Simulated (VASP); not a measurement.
Write the native input for VASP 6.6.1 that does the following.

```yaml
Task: relaxation of cell and atoms
Functional: PBE
Potentials_or_basis: VASP PAW PBE potentials, release 64 (Ca_sv, H)
Cutoff: 600 eV
k_mesh: 4 × 4 × 4
Occupations: gaussian, width 0.1 eV
Spin: no spin polarisation
Dipole_correction: no
Further_INCAR_settings: ALGO = Normal; EDIFF = 1e-07; IBRION = 2; EDIFFG = -0.04; NSW = 90; ISIF = 3
```

The structure of CaH5 lies in POSCAR:

```
CaH5
1.0
    3.1616666200     -2.9964176400      0.0000000000
    3.1616666200      2.9964176400      0.0000000000
   -1.0617163200      0.0000000000      4.1059936100
Ca H
1 5
Direct
    0.7322519600      0.2677480400      0.0000000000
    0.8066590100      0.9719172300      0.3522859400
    0.0280827700      0.1933409900      0.6477140600
    0.1978355400      0.9061170600      0.3456491300
    0.0938829400      0.8021644600      0.6543508700
    0.0539774100      0.9460225900      0.0000000000
```

The cell was generated, and may not be a known phase.

The input as run:

INCAR

```
  PREC = Accurate
  ENCUT = 600
  EDIFF = 1E-7
  ISMEAR = 0
  SIGMA = 0.1
  LREAL = False
  LASPH = True
  NELM = 60
  ALGO = Normal
  ISIF = 3
  LWAVE = False
  LCHARG = False
  GGA = PE
  IBRION = 2
  NSW = 90
  EDIFFG = -0.04
```

KPOINTS

```
Automatic mesh
0
Gamma
  4 4 4
```

Potentials or basis: VASP PAW PBE potentials, release 64 (Ca_sv, H).

Command:

```console
$ cat potpaw_PBE.64/Ca_sv/POTCAR potpaw_PBE.64/H/POTCAR > POTCAR
$ mpirun -np 1 vasp_std > vasp.out
```

Results of the run:

- Relaxed volume: 8.05 Å³/atom
- Relaxed cell: a = 3.898 Å, b = 3.898 Å, c = 3.267 Å, α = 98.48°, β = 98.48°, γ = 94.64°
- Space group after relaxing (to 0.1 Å): C2 (No. 5)
- Energy gained by relaxing: 581.5 meV/atom
- Ionic steps: 38
- Pressure after relaxing: -0.1 GPa
- Largest force after relaxing: 0.036 eV/Å
- Band gap on the k mesh: zero (an odd number of electrons rules out a gap without spin polarisation)

Caveat: the k points lie up to 0.49 Å⁻¹ apart in the final cell, too coarse for converged energies and pressures of a metal; the volume moved by over 15 % at a fixed basis, so the end points are rough; an odd number of electrons without spin polarisation forces a metal; a magnetic or distorted state may lie lower.

Run time: 5.5 min on 1 thread of Intel(R) Xeon(R) 6975P-C (Granite Rapids) (shared host), peak memory 0.22 GiB.
